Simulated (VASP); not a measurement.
# Ge2Sb2Se (P-3m1) in VASP: notebook, part 2 of 2

VASP 6.6.1. Earlier steps stand in the parts before.

**4. Relaxation of cell and atoms, PBE**

This run uses another cell than the first one, of 24.77 Å³/atom.

Input file INCAR:

```
PREC = Accurate
ENCUT = 600
EDIFF = 1E-6
ISMEAR = 0
SIGMA = 0.1
LREAL = False
LASPH = True
NELM = 60
ALGO = Normal
ISIF = 3
LWAVE = False
LCHARG = False
GGA = PE
IBRION = 2
NSW = 100
EDIFFG = -0.01
```

Input file KPOINTS:

```
Automatic mesh
0
Gamma
  12 12 4
```

Input file POSCAR:

```
Ge2Sb2Se
1.0
    3.9916317842      0.0000000000      0.0000000000
   -1.9958158921      3.4568545277      0.0000000000
    0.0000000000      0.0000000000      8.9750559645
Ge Sb Se
2 2 1
Direct
    0.3333333333      0.6666666667      0.3129927997
    0.6666666667      0.3333333333      0.6870072003
    0.3333333333      0.6666666667      0.8845754310
    0.6666666667      0.3333333333      0.1154245690
    0.0000000000      0.0000000000      0.5000000000
```

Potentials or basis: VASP PAW PBE potentials, release 64 (Ge_d, Sb, Se).

Started as:

```
> cat potpaw_PBE.64/Ge_d/POTCAR potpaw_PBE.64/Sb/POTCAR potpaw_PBE.64/Se/POTCAR > POTCAR
> mpirun -np 1 vasp_std > vasp.out
```

OUTCAR:

```text
PREC = Accurate
   ENCUT = 600
   EDIFF = 1E-6
   ISMEAR = 0
   LREAL = False
   LASPH = True
   NELM = 60
   ISIF = 3
   GGA = PE
   IBRION = 2
   NSW = 100
   EDIFFG = -0.01

 ion  position               nearest neighbor table
   1  0.333  0.667  0.313-   5 2.85   5 2.85   5 2.85   4 2.91   4 2.91   4 2.91
   2  0.667  0.333  0.687-   5 2.85   5 2.85   5 2.85   3 2.91   3 2.91   3 2.91
   3  0.333  0.667  0.885-   2 2.91   2 2.91   2 2.91   4 3.10   4 3.10   4 3.10
   4  0.667  0.333  0.115-   1 2.91   1 2.91   1 2.91   3 3.10   3 3.10   3 3.10
   5  0.000  0.000  0.500-   1 2.85   2 2.85   2 2.85   1 2.85   2 2.85   1 2.85

  LATTYP: Found a hexagonal cell.
 ALAT       =     3.9916317842
 C/A-ratio  =     2.2484679073

  Lattice vectors:

 A1 = (   3.9916317842,   0.0000000000,   0.0000000000)
 A2 = (  -1.9958158921,   3.4568545277,   0.0000000000)
 A3 = (   0.0000000000,   0.0000000000,   8.9750559645)

Analysis of symmetry for initial positions (statically):
=====================================================================
 Subroutine PRICEL returns:
 Original cell was already a primitive cell.

 Routine SETGRP: Setting up the symmetry group for a
 hexagonal supercell.

 Subroutine GETGRP returns: Found 12 space group operations
 (whereof 12 operations were pure point group operations)
 out of a pool of 24 trial point group operations.

The static configuration has the point symmetry D_3d.

Analysis of symmetry for dynamics (positions and initial velocities):
=====================================================================
 Subroutine PRICEL returns:
 Original cell was already a primitive cell.

 Routine SETGRP: Setting up the symmetry group for a
 hexagonal supercell.

 Subroutine GETGRP returns: Found 12 space group operations
 (whereof 12 operations were pure point group operations)
 out of a pool of 24 trial point group operations.

[... 140 lines left out ...]
  energy-cutoff  :      600.00
  volume of cell :      123.84
 maximum number of plane-waves:      4164
   NGX = 15   NGY = 15   NGZ = 35

--------------------------------------- Ionic step        1  -------------------------------------------

 number of electron      43.9999980 magnetization

 Free energy of the ion-electron system (eV)
  ---------------------------------------------------
  ext. energy  EPLUGINS =         0.00000000
  ---------------------------------------------------
  free energy    TOTEN  =       -20.33379120 eV

  energy without entropy =      -20.32233223  energy(sigma->0) =      -20.32806172

------------------------ aborting loop because EDIFF is reached ----------------------------------------

  FORCE on cell =-STRESS in cart. coord.  units (eV):
  Direction    XX          YY          ZZ          XY          YZ          ZX
  --------------------------------------------------------------------------------------
  -------------------------------------------------------------------------------------
  Total        0.1980840      0.1980840     -0.2178135      0.0000000      0.0000000     -0.0000000
  in kB        2.5626616      2.5626616     -2.8179075      0.0000000      0.0000000     -0.0000000
  external PRESSURE =       0.7691386 kB  Pullay stress =       0.0000000 kB
[... 98 lines left out ...]
  FREE ENERGIE OF THE ION-ELECTRON SYSTEM (eV)
  ---------------------------------------------------
  free  energy   TOTEN  =       -20.3373007547 eV

  energy  without entropy=      -20.3258949562  energy(sigma->0) =      -20.33159786

[... ionic steps 4 to 9 ...]

--------------------------------------- Ionic step       10  -------------------------------------------

 number of electron      43.9999991 magnetization

------------------------ aborting loop because EDIFF is reached ----------------------------------------
[... 73 lines left out ...]
--------------------------------------- Ionic step       12  -------------------------------------------

 number of electron      43.9999990 magnetization

 Free energy of the ion-electron system (eV)
  ---------------------------------------------------
  ext. energy  EPLUGINS =         0.00000000
  ---------------------------------------------------
  free energy    TOTEN  =       -20.33864641 eV

  energy without entropy =      -20.32716957  energy(sigma->0) =      -20.33290799

 E-fermi :   6.1427     XC(G=0): -10.0286

 val. band max:        6.1407419758   @ k =   0.4167   0.0833   0.2500
 cond. band min:       6.1590763165   @ k =   0.1667   0.0833   0.2500
 fundamental gap:      0.0183343407
 Fermi energy:         6.1426587671

 k-point     1 :       0.0000    0.0000    0.0000
  band No.  band energies     occupation
      1     -18.6161      2.00000
      2     -18.6161      2.00000
      3     -18.6159      2.00000
      4     -18.6159      2.00000
      5     -18.6158      2.00000
      6     -18.6152      2.00000
[... 685 lines left out ...]
     25       8.2867      0.00000
     26       9.3034      0.00000

 [... further k-points ...]
[... 5 lines left out ...]
  --------------------------------------------------------------------------------------
  -------------------------------------------------------------------------------------
  Total       -0.0140601     -0.0140601     -0.0283816      0.0000000      0.0000000     -0.0000000
  in kB       -0.1815298     -0.1815298     -0.3664346      0.0000000      0.0000000     -0.0000000
  external PRESSURE =      -0.2431647 kB  Pullay stress =       0.0000000 kB
[... 20 lines left out ...]
  FREE ENERGIE OF THE ION-ELECTRON SYSTEM (eV)
  ---------------------------------------------------
  free  energy   TOTEN  =       -20.3386464145 eV

  energy  without entropy=      -20.3271695664  energy(sigma->0) =      -20.33290799

 reached required accuracy - stopping structural energy minimisation
```

OSZICAR:

```text
N       E                     dE             d eps       ncg     rms          rms(c)
DAV:   1     0.386234874095E+03    0.38623E+03   -0.22344E+04  4176   0.331E+03
DAV:   2     0.420232232523E+02   -0.34421E+03   -0.33855E+03  3748   0.731E+02
[... 85 lines left out ...]
  11 F= -.20338629E+02 E0= -.20332880E+02  d E =-.120591E-03
       N       E                     dE             d eps       ncg     rms          rms(c)
DAV:   1    -0.203386725024E+02   -0.43682E-04   -0.30092E-03  4422   0.387E-01    0.382E-02
DAV:   2    -0.203386580398E+02    0.14463E-04   -0.84867E-05  4590   0.103E-01    0.236E-02
DAV:   3    -0.203386462530E+02    0.11787E-04   -0.18502E-05  5638   0.604E-02    0.213E-03
DAV:   4    -0.203386464145E+02   -0.16148E-06   -0.46102E-06  3760   0.216E-02
  12 F= -.20338646E+02 E0= -.20332908E+02  d E =-.138324E-03
```

CONTCAR:

```text
Ge2Sb2Se
   1.00000000000000
     4.0122608433221814    0.0000000000000000   -0.0000000000000000
    -2.0061304216610907    3.4747198169564335   -0.0000000000000000
     0.0000000000000000    0.0000000000000000    8.9010727674763803
  Ge              Sb              Se
     2     2     1
Direct
     0.3333333332999970    0.6666666667000030    0.3120825825451035
     0.6666666667000030    0.3333333332999970    0.6879174174548967
     0.3333333332999970    0.6666666667000030    0.8819287660344126
     0.6666666667000030    0.3333333332999970    0.1180712339655874
     0.0000000000000000    0.0000000000000000    0.5000000000000000

  0.00000000E+00  0.00000000E+00  0.00000000E+00
  0.00000000E+00  0.00000000E+00  0.00000000E+00
  0.00000000E+00  0.00000000E+00  0.00000000E+00
  0.00000000E+00  0.00000000E+00  0.00000000E+00
  0.00000000E+00  0.00000000E+00  0.00000000E+00
```

It took 8.8 min on 1 thread of Intel Xeon 6975P-C (Granite Rapids), shared host; peak memory 0.47 GiB.

What came out:

```yaml
Free_energy: -20.3386 eV
Relaxed_volume: 24.82 Å³/atom
Relaxed_cell: a = 4.012 Å, b = 4.012 Å, c = 8.901 Å, α = 90.00°, β = 90.00°, γ = 120.00°
Space_group_after_relaxing_to_0.1_Å: P-3m1 (No. 164)
Energy_gained_by_relaxing: 1.0 meV/atom
Ionic_steps: 12
Pressure_after_relaxing: 0.0 GPa
Band_gap_on_the_k_mesh: zero (bands 22 and 23 overlap by 1.75 eV)
```

Forces in eV/Å, atoms in the order of the input:
```
Ge   0.000  0.000  0.000
Ge   0.000  0.000  0.000
Sb   0.000  0.000 -0.003
Sb   0.000  0.000  0.003
Se   0.000  0.000  0.000
```

Step by step:
| step | energy change (eV) | largest force (eV/Å) | pressure (GPa) | volume (Å³) |
| --- | --- | --- | --- | --- |
| 1 | 0.0000 | 0.1023 | 0.08 | 123.84 |
| 2 | -0.0021 | 0.0823 | 0.00 | 124.05 |
| 3 | -0.0035 | 0.0610 | -0.09 | 124.28 |
| 4 | -0.0042 | 0.0185 | -0.27 | 124.72 |
| 5 | -0.0043 | 0.0320 | -0.17 | 124.58 |
| 6 | -0.0047 | 0.0231 | 0.08 | 123.94 |
| 7 | -0.0047 | 0.0244 | 0.07 | 124.04 |
| 8 | -0.0047 | 0.0253 | 0.02 | 124.09 |
| 9 | -0.0047 | 0.0248 | 0.07 | 124.07 |
| 10 | -0.0047 | 0.0251 | 0.02 | 124.08 |
| 11 | -0.0048 | 0.0102 | 0.00 | 124.09 |
| 12 | -0.0049 | 0.0027 | -0.02 | 124.09 |

Final structure:
```
Ge Sb Se
1.0
     4.01226    0.00000    0.00000
    -2.00613    3.47472    0.00000
     0.00000    0.00000    8.90107
Ge Sb Se
2 2 1
Direct
  0.33333 0.66667 0.31208
  0.66667 0.33333 0.68792
  0.33333 0.66667 0.88193
  0.66667 0.33333 0.11807
  0.00000 0.00000 0.50000
```

Caveat: spin-orbit coupling is left out, which moves the levels of the heavy elements.

**5. Overview**

```tsv
task	cell	k mesh	cutoff (eV)	gap on the mesh (eV)	pressure (GPa)	relaxed volume (Å³/atom)
relaxation of cell and atoms	relaxed from a = 4.022, b = 4.022, c = 9.819 Å, angles 90.0, 90.0, 120.0°, 5 atoms, atomic positions A	6 × 6 × 2	600	none	-0.1	24.60
single point	a = 4.013, b = 4.013, c = 8.899 Å, angles 90.0, 90.0, 120.0°, 5 atoms, atomic positions B	12 × 12 × 4	520	none	0.0	-
relaxation of cell and atoms	relaxed from a = 3.992, b = 3.992, c = 8.975 Å, angles 90.0, 90.0, 120.0°, 5 atoms, atomic positions C	12 × 12 × 4	600	none	0.0	24.82
```

Alike in all rows: level PBE; potentials or basis VASP PAW PBE potentials, release 64 (Ge_d, Sb, Se); no spin polarisation; smearing gaussian 0.1 eV.

Caveats: spin-orbit coupling is left out, which moves the levels of the heavy elements; this functional lacks dispersion, which binds the layers, so the pressure and a relaxed spacing across them are unreliable (at least some runs).

Total energies depend on the potentials used, so only differences within one code and one set of settings carry meaning.
